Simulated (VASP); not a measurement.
# In3Cu (Pm-3m) in VASP: further runs

In3Cu is run at these levels: PBE; tasks: single point.

All numbers are computed with VASP 6.6.1; they aren't measurements. Logs are shortened: lines on timing, memory, paths and dates and some standing lists are left out, and cuts for length are marked.

## Step 1: The cell of the first run

It takes space group Pm-3m (No. 221, cubic). The conventional cell has a = 4.483 Å, b = 4.483 Å, c = 4.483 Å, α = 90.00°, β = 90.00°, γ = 90.00°. In (site symmetry 4/mmm) has 8 In at 3.17 Å and 4 Cu at 3.17 Å within 4.2 Å. Within 4.2 Å of Cu (site symmetry m-3m) lie 12 In at 3.17 Å.

## Step 2: Single point, PBE

Input file INCAR:

```
SYSTEM = In3Cu
PREC = Accurate
ENCUT = 600
EDIFF = 1E-6
ISMEAR = 1
SIGMA = 0.05
LREAL = .False.
LASPH = .True.
NELM = 120
ALGO = Normal
ISIF = 2
LWAVE = .False.
LCHARG = .False.
GGA = PE
NBANDS = 33
GGA_COMPAT = .False.
```

Input file KPOINTS:

```
Automatic mesh
0
Gamma
  6 6 6
  0 0 0
```

Input file POSCAR:

```
In3Cu
1.0
    4.4827670000      0.0000000000      0.0000000000
    0.0000000000      4.4827670000      0.0000000000
    0.0000000000      0.0000000000      4.4827670000
In Cu
3 1
Direct
    0.0000000000      0.5000000000      0.5000000000
    0.5000000000      0.0000000000      0.5000000000
    0.5000000000      0.5000000000      0.0000000000
    0.0000000000      0.0000000000      0.0000000000
```

Potentials or basis: VASP PAW PBE potentials, release 64 (In_d, Cu).

Run with:

```sh
> cat potpaw_PBE.64/In_d/POTCAR potpaw_PBE.64/Cu/POTCAR > POTCAR
> mpirun -np 1 vasp_std > vasp.out
```

OUTCAR:

```text
SYSTEM = In3Cu
   PREC = Accurate
   ENCUT = 600
   EDIFF = 1E-6
   ISMEAR = 1
   LREAL = .False.
   LASPH = .True.
   NELM = 120
   ISIF = 2
   GGA = PE

 ion  position               nearest neighbor table
   1  0.000  0.500  0.500-   2 3.17   3 3.17   4 3.17   3 3.17   4 3.17   2 3.17   4 3.17   4 3.17
                             2 3.17   3 3.17   3 3.17   2 3.17
   2  0.500  0.000  0.500-   1 3.17   3 3.17   4 3.17   3 3.17   4 3.17   1 3.17   3 3.17   3 3.17
                             1 3.17   4 3.17   4 3.17   1 3.17
   3  0.500  0.500  0.000-   1 3.17   2 3.17   4 3.17   1 3.17   2 3.17   2 3.17   4 3.17   2 3.17
                             1 3.17   4 3.17   1 3.17   4 3.17
   4  0.000  0.000  0.000-   1 3.17   2 3.17   3 3.17   1 3.17   2 3.17   1 3.17   3 3.17   1 3.17
                             2 3.17   3 3.17   2 3.17   3 3.17

  LATTYP: Found a simple cubic cell.
 ALAT       =     4.4827670000

  Lattice vectors:

 A1 = (   4.4827670000,   0.0000000000,   0.0000000000)
 A2 = (   0.0000000000,   4.4827670000,   0.0000000000)
 A3 = (   0.0000000000,   0.0000000000,   4.4827670000)

Analysis of symmetry for initial positions (statically):
=====================================================================
 Subroutine PRICEL returns:
 Original cell was already a primitive cell.

 Routine SETGRP: Setting up the symmetry group for a
 simple cubic supercell.

 Subroutine GETGRP returns: Found 48 space group operations
 (whereof 48 operations were pure point group operations)
 out of a pool of 48 trial point group operations.

The static configuration has the point symmetry O_h .

Analysis of symmetry for dynamics (positions and initial velocities):
=====================================================================
 Subroutine PRICEL returns:
 Original cell was already a primitive cell.

 Routine SETGRP: Setting up the symmetry group for a
 simple cubic supercell.

 Subroutine GETGRP returns: Found 48 space group operations
 (whereof 48 operations were pure point group operations)
 out of a pool of 48 trial point group operations.

The dynamic configuration has the point symmetry O_h .

 Subroutine INISYM returns: Found 48 space group operations
 (whereof 48 operations are pure point group operations),
 and found     1 'primitive' translations

----------------------------------------------------------------------------------------

                                     Primitive cell

  volume of cell :      90.0821

  direct lattice vectors                    reciprocal lattice vectors
     4.482767000  0.000000000  0.000000000     0.223076506  0.000000000  0.000000000
     0.000000000  4.482767000  0.000000000     0.000000000  0.223076506  0.000000000
     0.000000000  0.000000000  4.482767000     0.000000000  0.000000000  0.223076506

  length of vectors
     4.482767000  4.482767000  4.482767000     0.223076506  0.223076506  0.223076506

  position of ions in fractional coordinates (direct lattice)
     0.000000000  0.500000000  0.500000000
     0.500000000  0.000000000  0.500000000
     0.500000000  0.500000000  0.000000000
     0.000000000  0.000000000  0.000000000

  ion indices of the primitive-cell ions
   primitive index   ion index
                 1           1
                 2           2
                 3           3
                 4           4

----------------------------------------------------------------------------------------

 KPOINTS: Automatic mesh

Automatic generation of k-mesh.
 Grid dimensions read from file:
 generate k-points for:    6    6    6

 Generating k-lattice:

  Cartesian coordinates                     Fractional coordinates (reciprocal lattice)
     0.037179418  0.000000000  0.000000000     0.166666667  0.000000000  0.000000000
     0.000000000  0.037179418  0.000000000     0.000000000  0.166666667  0.000000000
     0.000000000  0.000000000  0.037179418     0.000000000  0.000000000  0.166666667

  Length of vectors
     0.037179418  0.037179418  0.037179418

  Shift w.r.t. Gamma in fractional coordinates (k-lattice)
     0.000000000  0.000000000  0.000000000

 Subroutine IBZKPT returns following result:
 ===========================================

 Found     20 irreducible k-points:

 Following reciprocal coordinates:
            Coordinates               Weight
  0.000000  0.000000  0.000000      1.000000
  0.166667  0.000000  0.000000      6.000000
  0.333333  0.000000  0.000000      6.000000
  0.500000  0.000000  0.000000      3.000000
  0.166667  0.166667  0.000000     12.000000
  0.333333  0.166667  0.000000     24.000000
[... 12 lines left out ...]
  0.500000  0.500000  0.333333      6.000000
  0.500000  0.500000  0.500000      1.000000
   k-points           NKPTS =     20   k-points in BZ     NKDIM =     20   number of bands    NBANDS=     33
   number of dos      NEDOS =    301   number of ions     NIONS =      4
   total plane-waves  NPLWV =  46656
   dimension x,y,z NGX =    36 NGY =   36 NGZ =   36
   dimension x,y,z NGXF=    72 NGYF=   72 NGZF=   72
   ions per type =               3   1
   NGX,Y,Z   is equivalent  to a cutoff of  13.35, 13.35, 13.35 a.u.
   NGXF,Y,Z  is equivalent  to a cutoff of  26.70, 26.70, 26.70 a.u.
 SYSTEM =  In3Cu
   PREC   = accura    normal or accurate (medium, high low for compatibility)
   ISTART =      0    job   : 0-new  1-cont  2-samecut
   ICHARG =      2    charge: 1-file 2-atom 10-const
   ISPIN  =      1    spin polarized calculation?
   LNONCOLLINEAR =      F non collinear calculations
   LSORBIT =      F    spin-orbit coupling
   LASPH  =      T    aspherical Exc in radial PAW
   ENCUT  =  600.0 eV  44.10 Ry    6.64 a.u.   8.95  8.95  8.95*2*pi/ulx,y,z
   NELM   =    120;   NELMIN=  2; NELMDL= -5     # of ELM steps
   EDIFF  = 0.1E-05   stopping-criterion for ELM
   LREAL  =      F    real-space projection
   EDIFFG = 0.1E-04   stopping-criterion for IOM
   NSW    =      0    number of steps for IOM
   IBRION =     -1    ionic relax: 0-MD 1-quasi-New 2-CG
   NFREE  =      0    steps in history (QN), initial steepest desc. (CG)
   ISIF   =      2    stress and relaxation
   ISYM   =      2    0-nonsym 1-usesym 2-fastsym
   POTIM  = 0.5000    time-step for ionic-motion
   TEBEG  =    0.0;   TEEND  =   0.0 temperature during run
   PSTRESS=    0.0 pullay stress
   NELECT =      50.0000    total number of electrons
   NUPDOWN=      -1.0000    fix difference up-down
   EMIN   =  10.00;   EMAX   =-10.00  energy-range for DOS
   EFERMI =   0.00;   METHOD = LEGACY
   ISMEAR =     1;   SIGMA  =   0.05  broadening in eV -4-tet -1-fermi 0-gaus
   EFERMI_NEDOS =   21; number of points for ismear=-14 and -15
   IALGO  =     38    algorithm
   IMIX   =      4    mixing-type and parameters
     AMIX     =   0.40;   BMIX     =  1.00
     AMIX_MAG =   1.60;   BMIX_MAG =  1.00
  volume/ion in A,a.u.               =      22.52       151.98
  Fermi-wavevector in a.u.,A,eV,Ry     =   1.345402  2.542441 24.627987  1.810106
  Thomas-Fermi vector in A             =   2.473318
   LORBIT       =      0    0 simple, 1 ext, 2 COOP (PROOUT), +10 PAW based schemes
   GGA     = PE    functional components
   LHFCALC =     F    Hartree Fock is set to
   AEXX    =    0.0000 exact exchange contribution
   IVDW    =     0    specifies the selected vdW correction
   LEPSILON=     F    determine dielectric tensor
   LRPA    =     F    only Hartree local field effects (RPA)
 non-spin polarized calculation
 Methfessel and Paxton  Order N= 1 SIGMA  =   0.05
  energy-cutoff  :      600.00
  volume of cell :       90.08
 maximum number of plane-waves:      3028
 NGX is ok and might be reduce to    36
   NGX = 17   NGY = 17   NGZ = 17

 number of electron      50.0000054 magnetization

 Free energy of the ion-electron system (eV)
  ---------------------------------------------------
  ext. energy  EPLUGINS =         0.00000000
  ---------------------------------------------------
  free energy    TOTEN  =       -10.72591586 eV

  energy without entropy =      -10.72377354  energy(sigma->0) =      -10.72520176

 E-fermi :   7.4894     XC(G=0): -10.6221

 val. band max:        7.4819908768   @ k =   0.5000   0.3333   0.3333
 cond. band min:       7.4998292242   @ k =   0.5000   0.3333   0.1667
 fundamental gap:      0.0178383474
 Fermi energy:         7.4894203468

 k-point     1 :       0.0000    0.0000    0.0000
  band No.  band energies     occupation
      1      -7.3760      2.00000
      2      -7.3648      2.00000
      3      -7.3648      2.00000
      4      -7.3648      2.00000
      5      -7.1439      2.00000
      6      -7.1439      2.00000
[... 25 lines left out ...]
     32      13.2471      0.00000
     33      13.2471      0.00000

 k-point     2 :       0.1667    0.0000    0.0000
  band No.  band energies     occupation
      1      -7.3570      2.00000
      2      -7.3416      2.00000
      3      -7.3237      2.00000
      4      -7.3237      2.00000
      5      -7.1370      2.00000
      6      -7.1148      2.00000
[... 25 lines left out ...]
     32      13.2800      0.00000
     33      13.2800      0.00000

 k-point     3 :       0.3333    0.0000    0.0000
  band No.  band energies     occupation
      1      -7.3406      2.00000
      2      -7.2576      2.00000
      3      -7.2089      2.00000
      4      -7.2089      2.00000
      5      -7.1202      2.00000
      6      -7.0418      2.00000
[... 25 lines left out ...]
     32      14.0609      0.00000
     33      14.0609      0.00000

 k-point     4 :       0.5000    0.0000    0.0000
  band No.  band energies     occupation
      1      -7.3318      2.00000
      2      -7.2016      2.00000
      3      -7.1011      2.00000
      4      -7.0750      2.00000
      5      -7.0750      2.00000
      6      -7.0102      2.00000
[... 529 lines left out ...]
     32      15.8632      0.00000
     33      16.6838      0.00000

 k-point    19 :       0.5000    0.5000    0.3333
  band No.  band energies     occupation
      1      -7.2152      2.00000
      2      -7.2150      2.00000
      3      -7.2150      2.00000
      4      -7.1743      2.00000
      5      -7.1324      2.00000
      6      -7.1324      2.00000
[... 25 lines left out ...]
     32      17.0662      0.00000
     33      17.1777      0.00000

 k-point    20 :       0.5000    0.5000    0.5000
  band No.  band energies     occupation
      1      -7.2356      2.00000
      2      -7.2356      2.00000
      3      -7.2356      2.00000
      4      -7.1977      2.00000
      5      -7.1404      2.00000
      6      -7.1404      2.00000
[... 25 lines left out ...]
     32      17.9389      0.00000
     33      17.9392      0.00000

------------------------ aborting loop because EDIFF is reached ----------------------------------------

  FORCE on cell =-STRESS in cart. coord.  units (eV):
  Direction    XX          YY          ZZ          XY          YZ          ZX
  --------------------------------------------------------------------------------------
  -------------------------------------------------------------------------------------
  Total        0.4283015      0.4283015      0.4283015      0.0000000     -0.0000000      0.0000000
  in kB        7.6176623      7.6176623      7.6176623      0.0000000     -0.0000000      0.0000000
  external PRESSURE =       7.6176623 kB  Pullay stress =       0.0000000 kB

 VOLUME and BASIS-vectors are now :
 -----------------------------------------------------------------------------
  energy-cutoff  :      600.00
  volume of cell :       90.08
      direct lattice vectors                 reciprocal lattice vectors
     4.482767000  0.000000000  0.000000000     0.223076506  0.000000000  0.000000000
     0.000000000  4.482767000  0.000000000     0.000000000  0.223076506  0.000000000
     0.000000000  0.000000000  4.482767000     0.000000000  0.000000000  0.223076506

 POSITION                                       TOTAL-FORCE (eV/Angst)
 -----------------------------------------------------------------------------------
      0.00000      2.24138      2.24138         0.000000      0.000000      0.000000
      2.24138      0.00000      2.24138         0.000000      0.000000      0.000000
      2.24138      2.24138      0.00000         0.000000      0.000000      0.000000
      0.00000      0.00000      0.00000         0.000000      0.000000      0.000000
 -----------------------------------------------------------------------------------
    total drift:                                0.000000      0.000000      0.000000

  FREE ENERGIE OF THE ION-ELECTRON SYSTEM (eV)
  ---------------------------------------------------
  free  energy   TOTEN  =       -10.7259158608 eV

  energy  without entropy=      -10.7237735445  energy(sigma->0) =      -10.72520176
```

It took 83 s on 1 thread of AMD EPYC 7R43 (Zen 3), shared host; peak memory 0.2 GiB.

Results:

| Quantity | Value |
| --- | --- |
| Free energy | -10.7259 eV |
| Pressure | 0.8 GPa |
| Band gap on the k mesh | zero (band 25 reaches 9.84 eV, above the bottom of band 26 at 5.68 eV) |

Caveat: spin-orbit coupling is left out, which moves the levels of the heavy elements.

## Step 3: Single point, PBE

Input file INCAR:

```
PREC = Accurate
ENCUT = 600
EDIFF = 1E-6
ISMEAR = 1
SIGMA = 0.05
LREAL = False
LASPH = True
NELM = 120
ALGO = Normal
ISIF = 2
LWAVE = False
LCHARG = True
GGA = PE
LELF = True
LVHAR = True
NBANDS = 33
GGA_COMPAT = False
```

Input file KPOINTS:

```
Automatic mesh
0
Gamma
  6 6 6
```

POSCAR is that of step 2.

Potentials or basis: VASP PAW PBE potentials, release 64 (In_d, Cu).

Run with:

```sh
> cat potpaw_PBE.64/In_d/POTCAR potpaw_PBE.64/Cu/POTCAR > POTCAR
> mpirun -np 1 vasp_std > vasp.out
```

OUTCAR:

```text
PREC = Accurate
   ENCUT = 600
   EDIFF = 1E-6
   ISMEAR = 1
   LREAL = False
   LASPH = True
   NELM = 120
   ISIF = 2
   GGA = PE

 ion  position               nearest neighbor table
   1  0.000  0.500  0.500-   2 3.17   3 3.17   4 3.17   3 3.17   4 3.17   2 3.17   4 3.17   4 3.17
                             2 3.17   3 3.17   3 3.17   2 3.17
   2  0.500  0.000  0.500-   1 3.17   3 3.17   4 3.17   3 3.17   4 3.17   1 3.17   3 3.17   3 3.17
                             1 3.17   4 3.17   4 3.17   1 3.17
   3  0.500  0.500  0.000-   1 3.17   2 3.17   4 3.17   1 3.17   2 3.17   2 3.17   4 3.17   2 3.17
[... 919 lines left out ...]
  -------------------------------------------------------------------------------------
  Total        0.4283015      0.4283015      0.4283015      0.0000000     -0.0000000      0.0000000
  in kB        7.6176623      7.6176623      7.6176623      0.0000000     -0.0000000      0.0000000
  external PRESSURE =       7.6176623 kB  Pullay stress =       0.0000000 kB

 VOLUME and BASIS-vectors are now :
 -----------------------------------------------------------------------------
  energy-cutoff  :      600.00
  volume of cell :       90.08
      direct lattice vectors                 reciprocal lattice vectors
     4.482767000  0.000000000  0.000000000     0.223076506  0.000000000  0.000000000
     0.000000000  4.482767000  0.000000000     0.000000000  0.223076506  0.000000000
     0.000000000  0.000000000  4.482767000     0.000000000  0.000000000  0.223076506

 POSITION                                       TOTAL-FORCE (eV/Angst)
 -----------------------------------------------------------------------------------
      0.00000      2.24138      2.24138         0.000000      0.000000      0.000000
      2.24138      0.00000      2.24138         0.000000      0.000000      0.000000
      2.24138      2.24138      0.00000         0.000000      0.000000      0.000000
      0.00000      0.00000      0.00000         0.000000      0.000000      0.000000
 -----------------------------------------------------------------------------------
    total drift:                                0.000000      0.000000      0.000000

  FREE ENERGIE OF THE ION-ELECTRON SYSTEM (eV)
  ---------------------------------------------------
  free  energy   TOTEN  =       -10.7259158608 eV

  energy  without entropy=      -10.7237735445  energy(sigma->0) =      -10.72520176
```

OSZICAR:

```text
N       E                     dE             d eps       ncg     rms          rms(c)
DAV:   1     0.492951716718E+03    0.49295E+03   -0.25683E+04  1320   0.244E+03
DAV:   2     0.431953401630E+02   -0.44976E+03   -0.43836E+03  1328   0.507E+02
DAV:   3    -0.947197841933E+01   -0.52667E+02   -0.51462E+02  1505   0.197E+02
DAV:   4    -0.115034844337E+02   -0.20315E+01   -0.20252E+01  1617   0.445E+01
DAV:   5    -0.115967244571E+02   -0.93240E-01   -0.93227E-01  2203   0.857E+00    0.990E+00
DAV:   6    -0.126266065667E+02   -0.10299E+01   -0.18337E+01  1527   0.695E+01    0.842E+00
DAV:   7    -0.107919383724E+02    0.18347E+01   -0.51237E+00  1670   0.365E+01    0.308E+00
DAV:   8    -0.109382250433E+02   -0.14629E+00   -0.22150E+00  1683   0.228E+01    0.387E+00
DAV:   9    -0.107219510670E+02    0.21627E+00   -0.80505E-01  1791   0.145E+01    0.423E-01
DAV:  10    -0.107261932179E+02   -0.42422E-02   -0.48520E-02  1802   0.216E+00    0.358E-01
DAV:  11    -0.107260594326E+02    0.13379E-03   -0.16699E-03  2090   0.351E-01    0.256E-01
DAV:  12    -0.107259071814E+02    0.15225E-03   -0.61046E-04  1876   0.337E-01    0.932E-02
DAV:  13    -0.107259237463E+02   -0.16565E-04   -0.80951E-05  1825   0.123E-01    0.380E-02
DAV:  14    -0.107259166890E+02    0.70573E-05   -0.12788E-05  1353   0.648E-02    0.108E-02
DAV:  15    -0.107259158608E+02    0.82817E-06   -0.96694E-06  1444   0.423E-02
   1 F= -.10725916E+02 E0= -.10725202E+02  d E =-.214232E-02
```

stdout:

```text
POSCAR found type information on POSCAR InCu
 POSCAR found :  2 types and       4 ions
 scaLAPACK will be used
 LDA part: xc-table for (Slater+PW92), standard interpolation
 POSCAR, INCAR and KPOINTS ok, starting setup
 FFT: planning ... GRIDC
 FFT: planning ... GRID_SOFT
 FFT: planning ... GRID
 WAVECAR not read
 entering main loop
```

Wall time 82 s (1 thread of AMD EPYC 7R43 (Zen 3), shared host); peak memory 0.19 GiB.

Results:

```yaml
Free_energy: -10.7259 eV
Pressure: 0.8 GPa
Band_gap_on_the_k_mesh: zero (band 25 reaches 9.84 eV, above the bottom of band 26 at 5.68 eV)
```

Caveat: spin-orbit coupling is left out, which moves the levels of the heavy elements.
